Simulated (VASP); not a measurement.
# ScAl3 (Pm-3m) in VASP: further runs

Runs on ScAl3. Level: PBEsol. Tasks: single point, relaxation of cell and atoms.

Everything below comes from runs of VASP 6.6.1. Logs are shortened: lines on timing, memory, paths and dates and some standing lists are left out, and cuts for length are marked.

### Step 1. The cell of the first run

Symmetry: Pm-3m, No. 221, cubic system. Conventional cell: a = 4.071 Å, b = 4.071 Å, c = 4.071 Å, α = 90.00°, β = 90.00°, γ = 90.00°. Sc (site symmetry m-3m) has 12 Al at 2.88 Å within 3.8 Å. Within 3.8 Å of Al (site symmetry 4/mmm) lie 4 Sc at 2.88 Å and 8 Al at 2.88 Å.

### Step 2. Single point, PBEsol

Contents of INCAR:

```
SYSTEM = ScAl3
PREC = Accurate
ENCUT = 520
EDIFF = 1E-6
ISMEAR = -1
SIGMA = 0.05
LREAL = .FALSE.
LASPH = .TRUE.
NELM = 100
ALGO = Normal
ISIF = 2
LWAVE = .FALSE.
LCHARG = .TRUE.
GGA = PS
LELF = .TRUE.
LVHAR = .TRUE.
NBANDS = 18
```

Contents of KPOINTS:

```
Automatic mesh
0
G
  7 7 7
  0 0 0
```

Contents of POSCAR:

```
ScAl3
1.0
    4.0712713982      0.0000000000      0.0000000000
    0.0000000000      4.0712713982      0.0000000000
    0.0000000000      0.0000000000      4.0712713982
Sc Al
1 3
Direct
    0.0000000000      0.0000000000      0.0000000000
    0.5000000000      0.5000000000      0.0000000000
    0.0000000000      0.5000000000      0.5000000000
    0.5000000000      0.0000000000      0.5000000000
```

Potentials or basis: VASP PAW PBE potentials, release 64 (Sc_sv, Al).

On the command line:

```bash
cat potpaw_PBE.64/Sc_sv/POTCAR potpaw_PBE.64/Al/POTCAR > POTCAR
mpirun -np 1 vasp_std > vasp.out
```

OUTCAR:

```text
SYSTEM = ScAl3
   PREC = Accurate
   ENCUT = 520
   EDIFF = 1E-6
   ISMEAR = -1
   LREAL = .FALSE.
   LASPH = .TRUE.
   NELM = 100
   ISIF = 2
   GGA = PS

 ion  position               nearest neighbor table
   1  0.000  0.000  0.000-   2 2.88   3 2.88   4 2.88   3 2.88   4 2.88   2 2.88   3 2.88   3 2.88
                             2 2.88   4 2.88   4 2.88   2 2.88
   2  0.500  0.500  0.000-   1 2.88   3 2.88   4 2.88   3 2.88   4 2.88   1 2.88   4 2.88   4 2.88
                             1 2.88   3 2.88   3 2.88   1 2.88
   3  0.000  0.500  0.500-   1 2.88   2 2.88   4 2.88   1 2.88   2 2.88   1 2.88   4 2.88   1 2.88
                             2 2.88   4 2.88   2 2.88   4 2.88
   4  0.500  0.000  0.500-   1 2.88   2 2.88   3 2.88   1 2.88   2 2.88   2 2.88   3 2.88   2 2.88
                             1 2.88   3 2.88   1 2.88   3 2.88

  LATTYP: Found a simple cubic cell.
 ALAT       =     4.0712713982

  Lattice vectors:

 A1 = (   4.0712713982,   0.0000000000,   0.0000000000)
 A2 = (   0.0000000000,   4.0712713982,   0.0000000000)
 A3 = (   0.0000000000,   0.0000000000,   4.0712713982)

Analysis of symmetry for initial positions (statically):
=====================================================================
 Subroutine PRICEL returns:
 Original cell was already a primitive cell.

 Routine SETGRP: Setting up the symmetry group for a
 simple cubic supercell.

 Subroutine GETGRP returns: Found 48 space group operations
 (whereof 48 operations were pure point group operations)
 out of a pool of 48 trial point group operations.

The static configuration has the point symmetry O_h .

Analysis of symmetry for dynamics (positions and initial velocities):
=====================================================================
 Subroutine PRICEL returns:
 Original cell was already a primitive cell.

 Routine SETGRP: Setting up the symmetry group for a
 simple cubic supercell.

 Subroutine GETGRP returns: Found 48 space group operations
 (whereof 48 operations were pure point group operations)
 out of a pool of 48 trial point group operations.

The dynamic configuration has the point symmetry O_h .

 Subroutine INISYM returns: Found 48 space group operations
 (whereof 48 operations are pure point group operations),
 and found     1 'primitive' translations

----------------------------------------------------------------------------------------

                                     Primitive cell

  volume of cell :      67.4823

  direct lattice vectors                    reciprocal lattice vectors
     4.071271398  0.000000000  0.000000000     0.245623517  0.000000000  0.000000000
     0.000000000  4.071271398  0.000000000     0.000000000  0.245623517  0.000000000
     0.000000000  0.000000000  4.071271398     0.000000000  0.000000000  0.245623517

  length of vectors
     4.071271398  4.071271398  4.071271398     0.245623517  0.245623517  0.245623517

  position of ions in fractional coordinates (direct lattice)
     0.000000000  0.000000000  0.000000000
     0.500000000  0.500000000  0.000000000
     0.000000000  0.500000000  0.500000000
     0.500000000  0.000000000  0.500000000

  ion indices of the primitive-cell ions
   primitive index   ion index
                 1           1
                 2           2
                 3           3
                 4           4

----------------------------------------------------------------------------------------

 KPOINTS: Automatic mesh

Automatic generation of k-mesh.
 Grid dimensions read from file:
 generate k-points for:    7    7    7

 Generating k-lattice:

  Cartesian coordinates                     Fractional coordinates (reciprocal lattice)
     0.035089074  0.000000000  0.000000000     0.142857143  0.000000000  0.000000000
     0.000000000  0.035089074  0.000000000     0.000000000  0.142857143  0.000000000
     0.000000000  0.000000000  0.035089074     0.000000000  0.000000000  0.142857143

  Length of vectors
     0.035089074  0.035089074  0.035089074

  Shift w.r.t. Gamma in fractional coordinates (k-lattice)
     0.000000000  0.000000000  0.000000000

 Subroutine IBZKPT returns following result:
 ===========================================

 Found     20 irreducible k-points:

 Following reciprocal coordinates:
            Coordinates               Weight
  0.000000  0.000000  0.000000      1.000000
  0.142857  0.000000  0.000000      6.000000
  0.285714  0.000000  0.000000      6.000000
  0.428571  0.000000  0.000000      6.000000
  0.142857  0.142857  0.000000     12.000000
  0.285714  0.142857  0.000000     24.000000
[... 12 lines left out ...]
  0.428571  0.428571  0.285714     24.000000
  0.428571  0.428571  0.428571      8.000000
   k-points           NKPTS =     20   k-points in BZ     NKDIM =     20   number of bands    NBANDS=     18
   number of dos      NEDOS =    301   number of ions     NIONS =      4
   total plane-waves  NPLWV =  27000
   dimension x,y,z NGX =    30 NGY =   30 NGZ =   30
   dimension x,y,z NGXF=    60 NGYF=   60 NGZF=   60
   ions per type =               1   3
   NGX,Y,Z   is equivalent  to a cutoff of  12.25, 12.25, 12.25 a.u.
   NGXF,Y,Z  is equivalent  to a cutoff of  24.50, 24.50, 24.50 a.u.
 SYSTEM =  ScAl3
   PREC   = accura    normal or accurate (medium, high low for compatibility)
   ISTART =      0    job   : 0-new  1-cont  2-samecut
   ICHARG =      2    charge: 1-file 2-atom 10-const
   ISPIN  =      1    spin polarized calculation?
   LNONCOLLINEAR =      F non collinear calculations
   LSORBIT =      F    spin-orbit coupling
   LASPH  =      T    aspherical Exc in radial PAW
   ENCUT  =  520.0 eV  38.22 Ry    6.18 a.u.   7.57  7.57  7.57*2*pi/ulx,y,z
   NELM   =    100;   NELMIN=  2; NELMDL= -5     # of ELM steps
   EDIFF  = 0.1E-05   stopping-criterion for ELM
   LREAL  =      F    real-space projection
   EDIFFG = 0.1E-04   stopping-criterion for IOM
   NSW    =      0    number of steps for IOM
   IBRION =     -1    ionic relax: 0-MD 1-quasi-New 2-CG
   NFREE  =      0    steps in history (QN), initial steepest desc. (CG)
   ISIF   =      2    stress and relaxation
   ISYM   =      2    0-nonsym 1-usesym 2-fastsym
   POTIM  = 0.5000    time-step for ionic-motion
   TEBEG  =    0.0;   TEEND  =   0.0 temperature during run
   PSTRESS=    0.0 pullay stress
   NELECT =      20.0000    total number of electrons
   NUPDOWN=      -1.0000    fix difference up-down
   EMIN   =  10.00;   EMAX   =-10.00  energy-range for DOS
   EFERMI =   0.00;   METHOD = LEGACY
   ISMEAR =    -1;   SIGMA  =   0.05  broadening in eV -4-tet -1-fermi 0-gaus
   EFERMI_NEDOS =   21; number of points for ismear=-14 and -15
   IALGO  =     38    algorithm
   IMIX   =      4    mixing-type and parameters
     AMIX     =   0.40;   BMIX     =  1.00
     AMIX_MAG =   1.60;   BMIX_MAG =  1.00
  volume/ion in A,a.u.               =      16.87       113.85
  Fermi-wavevector in a.u.,A,eV,Ry     =   1.091494  2.062625 16.209432  1.191360
  Thomas-Fermi vector in A             =   2.227741
   LORBIT       =      0    0 simple, 1 ext, 2 COOP (PROOUT), +10 PAW based schemes
   GGA     = PS    functional components
   LHFCALC =     F    Hartree Fock is set to
   AEXX    =    0.0000 exact exchange contribution
   IVDW    =     0    specifies the selected vdW correction
   LEPSILON=     F    determine dielectric tensor
   LRPA    =     F    only Hartree local field effects (RPA)
 non-spin polarized calculation
  energy-cutoff  :      520.00
  volume of cell :       67.48
 maximum number of plane-waves:      1839
 NGX is ok and might be reduce to    30
   NGX = 15   NGY = 15   NGZ = 15

 number of electron      19.9999997 magnetization

 Free energy of the ion-electron system (eV)
  ---------------------------------------------------
  ext. energy  EPLUGINS =         0.00000000
  ---------------------------------------------------
  free energy    TOTEN  =       -20.77103281 eV

  energy without entropy =      -20.75811657  energy(sigma->0) =      -20.76457469

 E-fermi :   7.2118     XC(G=0): -10.5466

 val. band max:        7.1443272825   @ k =   0.4286   0.4286   0.1429
 cond. band min:       7.2164184439   @ k =   0.2857   0.0000   0.0000
 fundamental gap:      0.0720911614
 Fermi energy:         7.2117960777

 k-point     1 :       0.0000    0.0000    0.0000
  band No.  band energies     occupation
      1     -41.4072      2.00000
      2     -20.2102      2.00000
      3     -20.2102      2.00000
      4     -20.2102      2.00000
      5      -2.7716      2.00000
      6       4.6669      2.00000
[... 10 lines left out ...]
     17      12.6771      0.00000
     18      12.6771      0.00000

 k-point     2 :       0.1429    0.0000    0.0000
  band No.  band energies     occupation
      1     -41.4069      2.00000
      2     -20.2168      2.00000
      3     -20.2096      2.00000
      4     -20.2096      2.00000
      5      -2.5816      2.00000
      6       3.4142      2.00000
[... 10 lines left out ...]
     17      12.7608      0.00000
     18      12.7608      0.00000

 k-point     3 :       0.2857    0.0000    0.0000
  band No.  band energies     occupation
      1     -41.4063      2.00000
      2     -20.2317      2.00000
      3     -20.2085      2.00000
      4     -20.2085      2.00000
      5      -2.0249      2.00000
      6       1.7587      2.00000
[... 10 lines left out ...]
     17      12.1413      0.00000
     18      13.3271      0.00000

 k-point     4 :       0.4286    0.0000    0.0000
  band No.  band energies     occupation
      1     -41.4058      2.00000
      2     -20.2436      2.00000
      3     -20.2075      2.00000
      4     -20.2075      2.00000
      5      -1.1746      2.00000
      6       0.3205      2.00000
[... 291 lines left out ...]
      4     -20.2249      2.00000
      5       0.0932      2.00000
      6       1.6219      2.00000
[... 10 lines left out ...]
     17      12.3539      0.00000
     18      13.5598      0.00000

 k-point    19 :       0.4286    0.4286    0.2857
  band No.  band energies     occupation
      1     -41.4038      2.00000
      2     -20.2363      2.00000
      3     -20.2361      2.00000
      4     -20.2241      2.00000
      5       0.7885      2.00000
      6       2.1542      2.00000
[... 10 lines left out ...]
     17      11.5960      0.00000
     18      14.6172      0.00000

 k-point    20 :       0.4286    0.4286    0.4286
  band No.  band energies     occupation
      1     -41.4033      2.00000
      2     -20.2348      2.00000
      3     -20.2345      2.00000
      4     -20.2345      2.00000
      5       1.5154      2.00000
      6       2.5152      2.00000
[... 10 lines left out ...]
     17      11.4578      0.00000
     18      16.7469      0.00000

------------------------ aborting loop because EDIFF is reached ----------------------------------------

  FORCE on cell =-STRESS in cart. coord.  units (eV):
  Direction    XX          YY          ZZ          XY          YZ          ZX
  --------------------------------------------------------------------------------------
  -------------------------------------------------------------------------------------
  Total        0.0367805      0.0367805      0.0367805      0.0000000      0.0000000      0.0000000
  in kB        0.8732498      0.8732498      0.8732498      0.0000000      0.0000000      0.0000000
  external PRESSURE =       0.8732498 kB  Pullay stress =       0.0000000 kB

 VOLUME and BASIS-vectors are now :
 -----------------------------------------------------------------------------
  energy-cutoff  :      520.00
  volume of cell :       67.48
      direct lattice vectors                 reciprocal lattice vectors
     4.071271398  0.000000000  0.000000000     0.245623517  0.000000000  0.000000000
     0.000000000  4.071271398  0.000000000     0.000000000  0.245623517  0.000000000
     0.000000000  0.000000000  4.071271398     0.000000000  0.000000000  0.245623517

 POSITION                                       TOTAL-FORCE (eV/Angst)
 -----------------------------------------------------------------------------------
      0.00000      0.00000      0.00000         0.000000      0.000000      0.000000
      2.03564      2.03564      0.00000         0.000000      0.000000      0.000000
      0.00000      2.03564      2.03564         0.000000      0.000000      0.000000
      2.03564      0.00000      2.03564         0.000000      0.000000      0.000000
 -----------------------------------------------------------------------------------
    total drift:                                0.000000     -0.000000      0.000000

  FREE ENERGIE OF THE ION-ELECTRON SYSTEM (eV)
  ---------------------------------------------------
  free  energy   TOTEN  =       -20.7710328127 eV

  energy  without entropy=      -20.7581165712  energy(sigma->0) =      -20.76457469
```

Run time: 25 s. Hardware: 1 thread of Intel Xeon 6975P-C, shared host; peak memory 0.17 GiB.

Results:

| Item | Value |
| --- | --- |
| Free energy | -20.7710 eV |
| Pressure | 0.1 GPa |
| Band gap on the k mesh | zero (band 10 reaches 8.31 eV, above the bottom of band 11 at 4.63 eV) |

Caveat: the PAW data sets were made with another functional, which shifts forces and pressure a little.

[end of part 1 of 2]
